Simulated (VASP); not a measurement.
# NaCl (Fm-3m) in VASP: notebook

The runs below take NaCl through single point, with r2SCAN.

Everything below comes from runs of VASP 6.6.1. Logs are shortened: lines on timing, memory, paths and dates and some standing lists are left out, and cuts for length are marked.

## Step 1: The cell of the first run

It takes space group Fm-3m (No. 225, cubic). The conventional cell has a = 5.532 Å, b = 5.532 Å, c = 5.532 Å, α = 90.00°, β = 90.00°, γ = 90.00°. Within 3.6 Å of Na (site symmetry m-3m) lie 6 Cl at 2.77 Å. Within 3.6 Å of Cl (site symmetry m-3m) lie 6 Na at 2.77 Å.

## Step 2: Single point, r2SCAN (volume scaled by 0.960)

The input, POSCAR:

```
NaCl
1.0
    0.0000000000      2.7657848719      2.7657848719
    2.7657848719      0.0000000000      2.7657848719
    2.7657848719      2.7657848719      0.0000000000
Na Cl
1 1
Direct
    0.0000000000      0.0000000000      0.0000000000
    0.5000000000      0.5000000000      0.5000000000
```

The input, INCAR.step1:

```
SYSTEM = NaCl
  PREC = Accurate
  ENCUT = 520
  ISMEAR = 0
  SIGMA = 0.05
  LREAL = .FALSE.
  LASPH = .TRUE.
  NELM = 80
  NBANDS = 14
  GGA = PE
  ALGO = Normal
  EDIFF = 1E-4
  LWAVE = .TRUE.
  LCHARG = .FALSE.
```

The input, INCAR.step2:

```
SYSTEM = NaCl
  PREC = Accurate
  ENCUT = 520
  EDIFF = 1E-6
  ISMEAR = 0
  SIGMA = 0.05
  LREAL = .FALSE.
  LASPH = .TRUE.
  NELM = 80
  ALGO = Normal
  ISIF = 2
  LWAVE = .FALSE.
  LCHARG = .FALSE.
  METAGGA = R2SCAN
  LMIXTAU = .TRUE.
  NBANDS = 14
  ISTART = 1
```

The input, KPOINTS:

```
regular mesh
0
G
  6 6 6
  0 0 0
```

Potentials or basis: VASP PAW PBE potentials, release 64 (Na_pv, Cl).

Run with:

```sh
$ cat potpaw_PBE.64/Na_pv/POTCAR potpaw_PBE.64/Cl/POTCAR > POTCAR
$ cp INCAR.step1 INCAR
$ mpirun -np 1 vasp_std > vasp.out
$ cp INCAR.step2 INCAR
$ mpirun -np 1 vasp_std > vasp.out
```

OUTCAR:

```text
SYSTEM = NaCl
   PREC = Accurate
   ENCUT = 520
   EDIFF = 1E-6
   ISMEAR = 0
   LREAL = .FALSE.
   LASPH = .TRUE.
   NELM = 80
   ISIF = 2
   METAGGA = R2SCAN
   ISTART = 1

 ion  position               nearest neighbor table
   1  0.000  0.000  0.000-
   2  0.500  0.500  0.500-

  LATTYP: Found a face centered cubic cell.
 ALAT       =     5.5315697438

  Lattice vectors:

 A1 = (   0.0000000000,   2.7657848719,   2.7657848719)
 A2 = (   2.7657848719,   0.0000000000,   2.7657848719)
 A3 = (   2.7657848719,   2.7657848719,   0.0000000000)

Analysis of symmetry for initial positions (statically):
=====================================================================
 Subroutine PRICEL returns:
 Original cell was already a primitive cell.

 Routine SETGRP: Setting up the symmetry group for a
 face centered cubic supercell.

 Subroutine GETGRP returns: Found 48 space group operations
 (whereof 48 operations were pure point group operations)
 out of a pool of 48 trial point group operations.

The static configuration has the point symmetry O_h .

Analysis of symmetry for dynamics (positions and initial velocities):
=====================================================================
 Subroutine PRICEL returns:
 Original cell was already a primitive cell.

 Routine SETGRP: Setting up the symmetry group for a
 face centered cubic supercell.

 Subroutine GETGRP returns: Found 48 space group operations
 (whereof 48 operations were pure point group operations)
 out of a pool of 48 trial point group operations.

The dynamic configuration has the point symmetry O_h .

 Subroutine INISYM returns: Found 48 space group operations
 (whereof 48 operations are pure point group operations),
 and found     1 'primitive' translations

----------------------------------------------------------------------------------------

                                     Primitive cell

  volume of cell :      42.3141

  direct lattice vectors                    reciprocal lattice vectors
     0.000000000  2.765784872  2.765784872    -0.180780510  0.180780510  0.180780510
     2.765784872  0.000000000  2.765784872     0.180780510 -0.180780510  0.180780510
     2.765784872  2.765784872  0.000000000     0.180780510  0.180780510 -0.180780510

  length of vectors
     3.911410476  3.911410476  3.911410476     0.313121029  0.313121029  0.313121029

  position of ions in fractional coordinates (direct lattice)
     0.000000000  0.000000000  0.000000000
     0.500000000  0.500000000  0.500000000

  ion indices of the primitive-cell ions
   primitive index   ion index
                 1           1
                 2           2

----------------------------------------------------------------------------------------

 KPOINTS: regular mesh

Automatic generation of k-mesh.
 Grid dimensions read from file:
 generate k-points for:    6    6    6

 Generating k-lattice:

  Cartesian coordinates                     Fractional coordinates (reciprocal lattice)
    -0.030130085  0.030130085  0.030130085     0.166666667  0.000000000  0.000000000
     0.030130085 -0.030130085  0.030130085     0.000000000  0.166666667  0.000000000
     0.030130085  0.030130085 -0.030130085     0.000000000  0.000000000  0.166666667

  Length of vectors
     0.052186838  0.052186838  0.052186838

  Shift w.r.t. Gamma in fractional coordinates (k-lattice)
     0.000000000  0.000000000  0.000000000

 Subroutine IBZKPT returns following result:
 ===========================================

 Found     16 irreducible k-points:

 Following reciprocal coordinates:
            Coordinates               Weight
  0.000000  0.000000  0.000000      1.000000
  0.166667  0.000000  0.000000      8.000000
  0.333333  0.000000  0.000000      8.000000
  0.500000  0.000000  0.000000      4.000000
  0.166667  0.166667  0.000000      6.000000
  0.333333  0.166667  0.000000     24.000000
[... 8 lines left out ...]
 -0.333333  0.333333  0.166667     24.000000
 -0.333333  0.500000  0.166667     12.000000
   k-points           NKPTS =     16   k-points in BZ     NKDIM =     16   number of bands    NBANDS=     14
   number of dos      NEDOS =    301   number of ions     NIONS =      2
   total plane-waves  NPLWV =  27000
   dimension x,y,z NGX =    30 NGY =   30 NGZ =   30
   dimension x,y,z NGXF=    60 NGYF=   60 NGZF=   60
   ions per type =               1   1
   NGX,Y,Z   is equivalent  to a cutoff of  12.75, 12.75, 12.75 a.u.
   NGXF,Y,Z  is equivalent  to a cutoff of  25.50, 25.50, 25.50 a.u.
 SYSTEM =  NaCl
   PREC   = accura    normal or accurate (medium, high low for compatibility)
   ISTART =      1    job   : 0-new  1-cont  2-samecut
   ICHARG =      0    charge: 1-file 2-atom 10-const
   ISPIN  =      1    spin polarized calculation?
   LNONCOLLINEAR =      F non collinear calculations
   LSORBIT =      F    spin-orbit coupling
   LASPH  =      T    aspherical Exc in radial PAW
   ENCUT  =  520.0 eV  38.22 Ry    6.18 a.u.   7.27  7.27  7.27*2*pi/ulx,y,z
   NELM   =     80;   NELMIN=  2; NELMDL=  0     # of ELM steps
   EDIFF  = 0.1E-05   stopping-criterion for ELM
   LREAL  =      F    real-space projection
   EDIFFG = 0.1E-04   stopping-criterion for IOM
   NSW    =      0    number of steps for IOM
   IBRION =     -1    ionic relax: 0-MD 1-quasi-New 2-CG
   NFREE  =      0    steps in history (QN), initial steepest desc. (CG)
   ISIF   =      2    stress and relaxation
   ISYM   =      2    0-nonsym 1-usesym 2-fastsym
   POTIM  = 0.5000    time-step for ionic-motion
   TEBEG  =    0.0;   TEEND  =   0.0 temperature during run
   PSTRESS=    0.0 pullay stress
   NELECT =      14.0000    total number of electrons
   NUPDOWN=      -1.0000    fix difference up-down
   EMIN   =  10.00;   EMAX   =-10.00  energy-range for DOS
   EFERMI =   0.00;   METHOD = LEGACY
   ISMEAR =     0;   SIGMA  =   0.05  broadening in eV -4-tet -1-fermi 0-gaus
   EFERMI_NEDOS =   21; number of points for ismear=-14 and -15
   IALGO  =     38    algorithm
   IMIX   =      4    mixing-type and parameters
     AMIX     =   0.40;   BMIX     =  1.00
     AMIX_MAG =   1.60;   BMIX_MAG =  1.00
  volume/ion in A,a.u.               =      21.16       142.77
  Fermi-wavevector in a.u.,A,eV,Ry     =   1.132285  2.139709 17.443614  1.282069
  Thomas-Fermi vector in A             =   2.268986
   LORBIT       =      0    0 simple, 1 ext, 2 COOP (PROOUT), +10 PAW based schemes
   METAGGA = R2SCAN    functional components
   LHFCALC =     F    Hartree Fock is set to
   AEXX    =    0.0000 exact exchange contribution
   IVDW    =     0    specifies the selected vdW correction
   LEPSILON=     F    determine dielectric tensor
   LRPA    =     F    only Hartree local field effects (RPA)
 non-spin polarized calculation
 Gauss-broadening in eV      SIGMA  =   0.05
  energy-cutoff  :      520.00
  volume of cell :       42.31
 maximum number of plane-waves:      1158
 NGX is ok and might be reduce to    30
   NGX = 15   NGY = 15   NGZ = 15

 number of electron      14.0000011 magnetization

 Free energy of the ion-electron system (eV)
  ---------------------------------------------------
  ext. energy  EPLUGINS =         0.00000000
  ---------------------------------------------------
  free energy    TOTEN  =       -13.78517752 eV

  energy without entropy =      -13.78517752  energy(sigma->0) =      -13.78517752

 E-fermi :  -0.5078     XC(G=0):  -8.9192

 val. band max:       -0.8152198380   @ k =   0.0000   0.0000   0.0000
 cond. band min:       5.3570217201   @ k =   0.0000   0.0000   0.0000
 fundamental gap:      6.1722415581
 Fermi energy:        -0.5078319453

 k-point     1 :       0.0000    0.0000    0.0000
  band No.  band energies     occupation
      1     -22.2341      2.00000
      2     -22.2337      2.00000
      3     -22.2337      2.00000
      4     -14.1783      2.00000
      5      -0.8152      2.00000
      6      -0.8152      2.00000
      7      -0.8152      2.00000
      8       5.3570      0.00000
      9      10.9957      0.00000
     10      10.9957      0.00000
     11      10.9957      0.00000
     12      13.3210      0.00000
     13      13.3210      0.00000
     14      15.0438      0.00000

 k-point     2 :       0.1667    0.0000    0.0000
  band No.  band energies     occupation
      1     -22.2433      2.00000
      2     -22.2346      2.00000
      3     -22.2343      2.00000
      4     -14.0817      2.00000
      5      -1.4574      2.00000
      6      -0.8978      2.00000
      7      -0.8978      2.00000
      8       6.1924      0.00000
      9      10.2396      0.00000
     10      11.3396      0.00000
     11      11.3398      0.00000
     12      13.0809      0.00000
     13      13.0809      0.00000
     14      16.5103      0.00000

 k-point     3 :       0.3333    0.0000    0.0000
  band No.  band energies     occupation
      1     -22.2620      2.00000
      2     -22.2358      2.00000
      3     -22.2354      2.00000
      4     -13.8792      2.00000
      5      -2.4812      2.00000
      6      -1.0547      2.00000
      7      -1.0547      2.00000
      8       7.1639      0.00000
      9      10.3731      0.00000
     10      11.2924      0.00000
     11      11.2928      0.00000
     12      14.2340      0.00000
     13      14.2342      0.00000
     14      15.9530      0.00000
[... 188 lines left out ...]
 k-point    15 :      -0.3333    0.3333    0.1667
  band No.  band energies     occupation
      1     -22.2587      2.00000
      2     -22.2473      2.00000
      3     -22.2411      2.00000
      4     -13.7178      2.00000
      5      -2.4351      2.00000
      6      -1.9141      2.00000
      7      -1.4167      2.00000
      8       8.9536      0.00000
      9       9.4745      0.00000
     10      10.1066      0.00000
     11      12.2124      0.00000
     12      14.5770      0.00000
     13      16.2730      0.00000
     14      17.0552      0.00000

 k-point    16 :      -0.3333    0.5000    0.1667
  band No.  band energies     occupation
      1     -22.2544      2.00000
      2     -22.2472      2.00000
      3     -22.2459      2.00000
      4     -13.7046      2.00000
      5      -2.4114      2.00000
      6      -1.8321      2.00000
      7      -1.6082      2.00000
      8       8.7082      0.00000
      9       8.7212      0.00000
     10      10.7411      0.00000
     11      12.5176      0.00000
     12      15.9987      0.00000
     13      16.7010      0.00000
     14      16.8801      0.00000

------------------------ aborting loop because EDIFF is reached ----------------------------------------

  FORCE on cell =-STRESS in cart. coord.  units (eV):
  Direction    XX          YY          ZZ          XY          YZ          ZX
  --------------------------------------------------------------------------------------
  -------------------------------------------------------------------------------------
  Total        0.2792172      0.2792172      0.2792172      0.0000000     -0.0000000      0.0000000
  in kB       10.5722538     10.5722538     10.5722538      0.0000000     -0.0000000      0.0000000
  external PRESSURE =      10.5722538 kB  Pullay stress =       0.0000000 kB

 VOLUME and BASIS-vectors are now :
 -----------------------------------------------------------------------------
  energy-cutoff  :      520.00
  volume of cell :       42.31
      direct lattice vectors                 reciprocal lattice vectors
     0.000000000  2.765784872  2.765784872    -0.180780510  0.180780510  0.180780510
     2.765784872  0.000000000  2.765784872     0.180780510 -0.180780510  0.180780510
     2.765784872  2.765784872  0.000000000     0.180780510  0.180780510 -0.180780510

 POSITION                                       TOTAL-FORCE (eV/Angst)
 -----------------------------------------------------------------------------------
      0.00000      0.00000      0.00000        -0.000000     -0.000000     -0.000000
      2.76578      2.76578      2.76578         0.000000      0.000000      0.000000
 -----------------------------------------------------------------------------------
    total drift:                               -0.000000      0.000000      0.000000

  FREE ENERGIE OF THE ION-ELECTRON SYSTEM (eV)
  ---------------------------------------------------
  free  energy   TOTEN  =       -13.7851775176 eV

  energy  without entropy=      -13.7851775176  energy(sigma->0) =      -13.78517752
```

Run time: 21 s. Hardware: 1 thread of Intel Xeon 6975P-C (Granite Rapids), shared host; peak memory 0.16 GiB.

Results:

| Quantity | Value |
| --- | --- |
| Free energy | -13.7852 eV |
| Pressure | 1.1 GPa |
| Band gap on the k mesh | 6.17 eV, direct |

Caveat: the PAW data sets were made with another functional, which shifts forces and pressure a little.

(Part 1 of 3 ends here.)
